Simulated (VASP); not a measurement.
# Si9N8O6 in VASP: further runs, part 2 of 3

VASP 6.6.1.

## (4) Single point, PBE

Contents of INCAR:

```
ALGO = Normal
EDIFF = 1E-6
ENCUT = 520
GGA = PE
ISIF = 2
ISMEAR = -1
ISYM = 0
LASPH = True
LCHARG = False
LREAL = Auto
LWAVE = False
NBANDS = 73
NELM = 60
PREC = Accurate
SIGMA = 0.3275
```

Contents of KPOINTS:

```
k-points
0
Gamma
  1 1 1
```

Contents of POSCAR:

```
Si9N8O6
1.0
    6.9494310000     -0.1483230000     -0.0508250000
   -0.1483230000      6.7490330000     -0.1619310000
   -0.0508250000     -0.1619310000      6.6115700000
Si N O
9 8 6
Direct
    0.6564241785      0.2085976616      0.8165805076
    0.9201852736      0.3850604558      0.4534529077
    0.4808428499      0.9613575481      0.5064982186
    0.6513503004      0.5770109720      0.7436492154
    0.2265609425      0.1950387465      0.7178535173
    0.1793460820      0.7569668406      0.4270463237
    0.1188602125      1.1038236966      1.1712819112
    0.5824371159      0.6918406735      0.2107361517
    0.6766160439      0.1691932321      1.1718694107
    0.2733911852      0.6559973643      0.0094772371
    0.4590738683      0.3894864907      0.7788562121
    0.6824793093      0.7353361992      0.9534795422
    0.7081005723      0.3927228955      0.2780763454
   -0.1046132756      1.0667995897      1.0021317107
    1.0771950719      0.5563678956      0.4931760004
    0.5499157987     -0.0396952270      1.2402285059
    0.1277850485      0.5820937225      0.9851744281
   -0.0929471220      1.1700141846      0.8418371929
    0.0134991993      0.9109649406      1.3422272714
    1.2947231105      0.1010385884      1.0097112459
    0.6021161400      0.7191596152      0.4959106216
    0.6466318755      0.0796794401      0.6073252853
    0.3798183590      0.5736285468      0.2354780351
```

Run with:

```bash
> cat potpaw_PBE.64/Si/POTCAR potpaw_PBE.64/N/POTCAR potpaw_PBE.64/O/POTCAR > POTCAR
> mpirun -np 1 vasp_gam > vasp.out
```

Run time: 39 s. Hardware: 1 thread of Intel Xeon Platinum 8559C (Emerald Rapids), shared host; peak memory 0.33 GiB.

The run converged. Its results:

```yaml
Free_energy: -152.7344 eV
Pressure: 1.8 GPa
Largest_force: 7.523 eV/Å
```

Forces on the atoms (eV/Å):
```
Si  -2.155  2.705  1.831
Si  -2.878 -1.573 -1.849
Si  -2.829 -5.239 -4.599
Si  -2.119  0.491 -0.852
Si   2.070  1.568  1.565
Si   0.907  1.433 -1.247
Si  -2.759 -0.965  0.443
Si   2.622  0.850 -0.921
Si  -0.490 -2.578 -3.702
N   -0.065  1.885 -2.508
N    1.426 -1.005 -0.921
N   -0.357 -1.621  0.541
N    2.080  2.026  1.845
N    1.599 -1.132  5.554
N    0.709  0.723  1.541
N   -0.152 -0.107  2.584
N   -2.635 -0.973 -0.861
O    0.964  1.299 -2.586
O    2.852  0.380 -1.000
O   -1.336  0.781 -1.636
O    0.268 -0.129  2.249
O    3.080  1.711  2.006
O   -0.803 -0.530  2.524
```

Stress tensor (GPa, compression positive):
```
 3.58  3.38  6.07
 3.38  2.68  1.31
 6.07  1.31 -0.77
```

Levels at points of the mesh, in eV from the Fermi level:
```csv
k point,band 52,band 53,band 54,band 55,band 56,band 57,band 58,band 59,band 60,band 61
"(0.00, 0.00, 0.00)",-1.43,-1.23,-0.90,-0.66,-0.34,0.28,0.63,0.89,1.94,2.35
```

Caveat: the k points lie up to 0.95 Å⁻¹ apart; the standard files for N, O and F lose accuracy on very short bonds; the atoms stand as in a frame of molecular dynamics.

## (5) Single point, PBE

Contents of INCAR:

```
  PREC = Accurate
  ENCUT = 520
  EDIFF = 1E-7
  ISMEAR = -1
  SIGMA = 0.3275
  LREAL = Auto
  LASPH = T
  NELM = 80
  ALGO = Normal
  ISIF = 2
  LWAVE = F
  LCHARG = F
  GGA = PE
  ISYM = 0
  NBANDS = 73
```

Contents of KPOINTS:

```
Automatic mesh
0
Gamma
  1 1 1
```

Contents of POSCAR:

```
Si9N8O6
1.0
    6.9494310000     -0.1483230000     -0.0508250000
   -0.1483230000      6.7490330000     -0.1619310000
   -0.0508250000     -0.1619310000      6.6115700000
Si N O
9 8 6
Direct
    0.7593638111      0.3952820620      0.7246825013
    1.1957077255      0.3835054034      0.3571994638
    0.7512610450      0.9878611455      0.6401626521
    0.4471573077      0.5603240665      0.9024084456
    0.1948200390      0.3218702485      0.7814787561
    0.4555630369      0.6895863583      0.5133767622
    0.1041447268      1.0739427536      1.1449322596
    0.7955306029      0.5192072862      0.3208195025
    0.7699060282     -0.1050679330      1.1313292786
   -0.0508632479      0.7940632126     -0.2503781514
    0.4646815671      0.3556531255      0.7209040677
    0.6476266444      0.5180968419      1.0440728244
    0.9165985702      0.3473397690      0.4499565456
   -0.0676171653      0.9553822824      1.4060601893
    1.3204519688      0.6026093154      0.2816925632
    0.8776711849     -0.2400152574      1.2983201762
   -0.0010124544      0.7846054166      0.9229117262
    0.0706798311      1.5053689774      0.7207233995
    0.4907749107      0.9047937433      1.3769730624
    0.9943338671      0.2354639990      1.0128061776
    0.4176533478      0.7478588486      0.7607959626
    0.7548829831      0.1769329717      0.8171564183
    0.6540749276      0.5863487830      0.5318557321
```

Potentials or basis: VASP PAW PBE potentials, release 64 (Si, N, O).

Run with:

```bash
> cat potpaw_PBE.64/Si/POTCAR potpaw_PBE.64/N/POTCAR potpaw_PBE.64/O/POTCAR > POTCAR
> mpirun -np 1 vasp_gam > vasp.out
```

OUTCAR:

```text
PREC = Accurate
   ENCUT = 520
   EDIFF = 1E-7
   ISMEAR = -1
   LREAL = Auto
   LASPH = T
   NELM = 80
   ISIF = 2
   GGA = PE
   ISYM = 0

 ion  position               nearest neighbor table
   1  0.759  0.395  0.725-  22 1.62  23 2.01  11 2.05  13 2.15  18 2.26  12 2.38   4 2.74   3 2.78
                             8 2.85   5 3.11
   2  0.196  0.384  0.357-  15 1.78  13 2.05   7 2.51   6 2.83   5 2.86   8 2.98
   3  0.751  0.988  0.640-  22 1.69  14 2.02  10 2.08  19 2.52   1 2.78   6 2.90
   4  0.447  0.560  0.902-  21 1.63  12 1.71  11 1.80   5 2.43   1 2.74   6 2.76
   5  0.195  0.322  0.781-  18 1.60  11 1.93  20 2.17   4 2.43   2 2.86   7 3.05   1 3.11
   6  0.456  0.690  0.513-  23 1.58  21 1.69  19 1.76  15 1.84   4 2.76   2 2.83   3 2.90   8 2.95

   7  0.104  0.074  0.145-  20 1.64  14 2.27   2 2.51   9 2.57   5 3.05
   8  0.796  0.519  0.321-  16 1.71  13 1.72  23 1.77  12 2.09   1 2.85   9 2.89   6 2.95   2 2.98

   9  0.770  0.895  0.131-  16 1.66  14 2.14  17 2.25  19 2.55   7 2.57   8 2.89
  10  0.949  0.794  0.750-  17 1.20   3 2.08
  11  0.465  0.356  0.721-   4 1.80   5 1.93   1 2.05
  12  0.648  0.518  0.044-   4 1.71   8 2.09   1 2.38
  13  0.917  0.347  0.450-   8 1.72   2 2.05   1 2.15
  14  0.932  0.955  0.406-  16 1.50   3 2.02   9 2.14   7 2.27
  15  0.320  0.603  0.282-   2 1.78   6 1.84
  16  0.878  0.760  0.298-  14 1.50   9 1.66   8 1.71
  17  0.999  0.785  0.923-  10 1.20   9 2.25
  18  0.071  0.505  0.721-   5 1.60   1 2.26
  19  0.491  0.905  0.377-   6 1.76   3 2.52   9 2.55
  20  0.994  0.235  0.013-   7 1.64   5 2.17
  21  0.418  0.748  0.761-   4 1.63   6 1.69
  22  0.755  0.177  0.817-   1 1.62   3 1.69
  23  0.654  0.586  0.532-   6 1.58   8 1.77   1 2.01

IMPORTANT INFORMATION: All symmetrisations will be switched off!
NOSYMM: (Re-)initialisation of all symmetry stuff for point group C_1.

----------------------------------------------------------------------------------------

                                     Primitive cell

  volume of cell :     309.7479

  direct lattice vectors                    reciprocal lattice vectors
     6.949431000 -0.148323000 -0.050825000     0.143973478  0.003192525  0.001184956
    -0.148323000  6.749033000 -0.161931000     0.003192525  0.148327289  0.003657383
    -0.050825000 -0.161931000  6.611570000     0.001184956  0.003657383  0.151348692

  length of vectors
     6.951199473  6.752604519  6.613748007     0.144013745  0.148406716  0.151397513

  position of ions in fractional coordinates (direct lattice)
     0.759363811  0.395282062  0.724682501
     0.195707726  0.383505403  0.357199464
     0.751261045  0.987861145  0.640162652
     0.447157308  0.560324067  0.902408446
     0.194820039  0.321870248  0.781478756
     0.455563037  0.689586358  0.513376762
[... 15 lines left out ...]
     0.754882983  0.176932972  0.817156418
     0.654074928  0.586348783  0.531855732

  ion indices of the primitive-cell ions
   primitive index   ion index
                 1           1
                 2           2
                 3           3
                 4           4
                 5           5
                 6           6
[... 15 lines left out ...]
                22          22
                23          23

----------------------------------------------------------------------------------------

 KPOINTS: Automatic mesh

Automatic generation of k-mesh.
 Grid dimensions read from file:
 generate k-points for:    1    1    1

 Generating k-lattice:

  Cartesian coordinates                     Fractional coordinates (reciprocal lattice)
     0.143973478  0.003192525  0.001184956     1.000000000 -0.000000000  0.000000000
     0.003192525  0.148327289  0.003657383     0.000000000  1.000000000  0.000000000
     0.001184956  0.003657383  0.151348692     0.000000000  0.000000000  1.000000000

  Length of vectors
     0.144013745  0.148406716  0.151397513

  Shift w.r.t. Gamma in fractional coordinates (k-lattice)
     0.000000000  0.000000000  0.000000000

 Subroutine IBZKPT returns following result:
 ===========================================

 Found      1 irreducible k-points:

 Following reciprocal coordinates:
            Coordinates               Weight
  0.000000  0.000000  0.000000      1.000000
   k-points           NKPTS =      1   k-points in BZ     NKDIM =      1   number of bands    NBANDS=     73
   number of dos      NEDOS =    301   number of ions     NIONS =     23
   total plane-waves  NPLWV = 135000
   dimension x,y,z NGX =    54 NGY =   50 NGZ =   50
   dimension x,y,z NGXF=   108 NGYF=  100 NGZF=  100
   ions per type =               9   8   6
   NGX,Y,Z   is equivalent  to a cutoff of  12.91, 12.31, 12.57 a.u.
   NGXF,Y,Z  is equivalent  to a cutoff of  25.83, 24.62, 25.14 a.u.
 SYSTEM =  unknown system
   PREC   = accura    normal or accurate (medium, high low for compatibility)
   ISTART =      0    job   : 0-new  1-cont  2-samecut
   ICHARG =      2    charge: 1-file 2-atom 10-const
   ISPIN  =      1    spin polarized calculation?
   LNONCOLLINEAR =      F non collinear calculations
   LSORBIT =      F    spin-orbit coupling
   LASPH  =      T    aspherical Exc in radial PAW
   ENCUT  =  520.0 eV  38.22 Ry    6.18 a.u.  12.92 12.56 12.30*2*pi/ulx,y,z
   NELM   =     80;   NELMIN=  2; NELMDL= -5     # of ELM steps
   EDIFF  = 0.1E-06   stopping-criterion for ELM
   LREAL  =      T    real-space projection
   EDIFFG = 0.1E-05   stopping-criterion for IOM
   NSW    =      0    number of steps for IOM
   IBRION =     -1    ionic relax: 0-MD 1-quasi-New 2-CG
   NFREE  =      0    steps in history (QN), initial steepest desc. (CG)
   ISIF   =      2    stress and relaxation
   ISYM   =      0    0-nonsym 1-usesym 2-fastsym
   POTIM  = 0.5000    time-step for ionic-motion
   TEBEG  =    0.0;   TEEND  =   0.0 temperature during run
   PSTRESS=    0.0 pullay stress
   NELECT =     112.0000    total number of electrons
   NUPDOWN=      -1.0000    fix difference up-down
   EMIN   =  10.00;   EMAX   =-10.00  energy-range for DOS
   EFERMI =   0.00;   METHOD = LEGACY
   ISMEAR =    -1;   SIGMA  =   0.33  broadening in eV -4-tet -1-fermi 0-gaus
   EFERMI_NEDOS =   21; number of points for ismear=-14 and -15
   IALGO  =     38    algorithm
   IMIX   =      4    mixing-type and parameters
     AMIX     =   0.40;   BMIX     =  1.00
     AMIX_MAG =   1.60;   BMIX_MAG =  1.00
  volume/ion in A,a.u.               =      13.47        90.88
  Fermi-wavevector in a.u.,A,eV,Ry     =   1.166303  2.203993 18.507496  1.360263
  Thomas-Fermi vector in A             =   2.302818
   LORBIT       =      0    0 simple, 1 ext, 2 COOP (PROOUT), +10 PAW based schemes
   GGA     = PE    functional components
   LHFCALC =     F    Hartree Fock is set to
   AEXX    =    0.0000 exact exchange contribution
   IVDW    =     0    specifies the selected vdW correction
   LEPSILON=     F    determine dielectric tensor
   LRPA    =     F    only Hartree local field effects (RPA)
 non-spin polarized calculation
  energy-cutoff  :      520.00
  volume of cell :      309.75
 maximum number of plane-waves:      4169
 NGX is ok and might be reduce to    50
   NGX = 25   NGY = 25   NGZ = 25

 number of electron     112.0000004 magnetization

 Free energy of the ion-electron system (eV)
  ---------------------------------------------------
  ext. energy  EPLUGINS =         0.00000000
  ---------------------------------------------------
  free energy    TOTEN  =      -148.16115886 eV

  energy without entropy =     -146.07921551  energy(sigma->0) =     -147.12018718

 E-fermi :   4.3717     XC(G=0):  -9.5718

 val. band max:        4.3690109475   @ k =   0.0000   0.0000   0.0000
 cond. band min:       4.8669469234   @ k =   0.0000   0.0000   0.0000
 fundamental gap:      0.4979359759
 Fermi energy:         4.3716887794

 k-point     1 :       0.0000    0.0000    0.0000
  band No.  band energies     occupation
      1     -17.8657      2.00000
      2     -17.6361      2.00000
      3     -16.8889      2.00000
      4     -16.3889      2.00000
      5     -15.3278      2.00000
      6     -15.0027      2.00000
[... 60 lines left out ...]
     67       8.0420      0.00003
     68       8.2648      0.00001
 [bands above 68 left out]

------------------------ aborting loop because EDIFF is reached ----------------------------------------

  FORCE on cell =-STRESS in cart. coord.  units (eV):
  Direction    XX          YY          ZZ          XY          YZ          ZX
  --------------------------------------------------------------------------------------
  -------------------------------------------------------------------------------------
  Total       -0.5089078     15.0701350    -16.1785586     -3.3900530     -1.0711623      8.3788260
  in kB       -2.6323361     77.9505803    -83.6839244    -17.5351184     -5.5406090     43.3396482
  external PRESSURE =      -2.7885601 kB  Pullay stress =       0.0000000 kB

 VOLUME and BASIS-vectors are now :
 -----------------------------------------------------------------------------
  energy-cutoff  :      520.00
  volume of cell :      309.75
      direct lattice vectors                 reciprocal lattice vectors
     6.949431000 -0.148323000 -0.050825000     0.143973478  0.003192525  0.001184956
    -0.148323000  6.749033000 -0.161931000     0.003192525  0.148327289  0.003657383
    -0.050825000 -0.161931000  6.611570000     0.001184956  0.003657383  0.151348692

 POSITION                                       TOTAL-FORCE (eV/Angst)
 -----------------------------------------------------------------------------------
      5.18168      2.43779      4.68869        -0.410351      1.805334     -0.368016
      1.28502      2.50142      2.28960        -0.766060      0.908049      0.385710
      5.04178      6.45202      4.03433         0.833428     -0.768488     -1.414118
      2.97852      3.56919      5.85288         0.851455     -1.200591      2.090382
      1.26643      2.01687      5.10478         1.496187     -1.179093      0.342985
      3.03753      4.50334      3.25941        -3.616159      4.108359     -3.887311
[... 15 lines left out ...]
      5.17823      0.94984      5.33567        -0.082411     -2.848844     -2.212598
      4.43145      3.77415      3.38821         3.254338     -2.027464     -0.649141
 -----------------------------------------------------------------------------------
    total drift:                                0.002706      0.007345      0.006551

  FREE ENERGIE OF THE ION-ELECTRON SYSTEM (eV)
  ---------------------------------------------------
  free  energy   TOTEN  =      -148.1611588578 eV

  energy  without entropy=     -146.0792155095  energy(sigma->0) =     -147.12018718
```

It took 44 s on 1 thread of Intel Xeon Platinum 8559C (Emerald Rapids), shared host; peak memory 0.34 GiB.

Results:

| Quantity | Value |
| --- | --- |
| Free energy | -148.1612 eV |
| Pressure | -0.3 GPa |
| Largest force | 6.713 eV/Å |

Forces on the atoms (eV/Å):
```
Si  -0.410  1.805 -0.368
Si  -0.766  0.908  0.386
Si   0.833 -0.768 -1.414
Si   0.851 -1.201  2.090
Si   1.496 -1.179  0.343
Si  -3.616  4.108 -3.887
Si   0.349 -0.025  1.787
Si  -1.072  0.388 -1.200
Si  -2.318  0.282 -0.595
N   -0.686  1.945  2.147
N   -2.218  0.528  0.389
N    2.146  0.369  0.387
N   -1.102  0.367 -1.769
N   -0.401 -1.175 -1.020
N   -1.224 -2.726  2.376
N    1.864  0.121  1.898
N   -0.727  1.567 -2.093
O   -0.546 -1.842  1.154
O    1.692 -0.612  2.559
O    2.779  1.017  0.356
O   -0.096  1.000 -0.664
O   -0.082 -2.849 -2.213
O    3.254 -2.027 -0.649
```

Caveat: the k points lie up to 0.95 Å⁻¹ apart; the standard files for N, O and F lose accuracy on very short bonds; the atoms stand as in a frame of molecular dynamics.

[end of part 2 of 3]
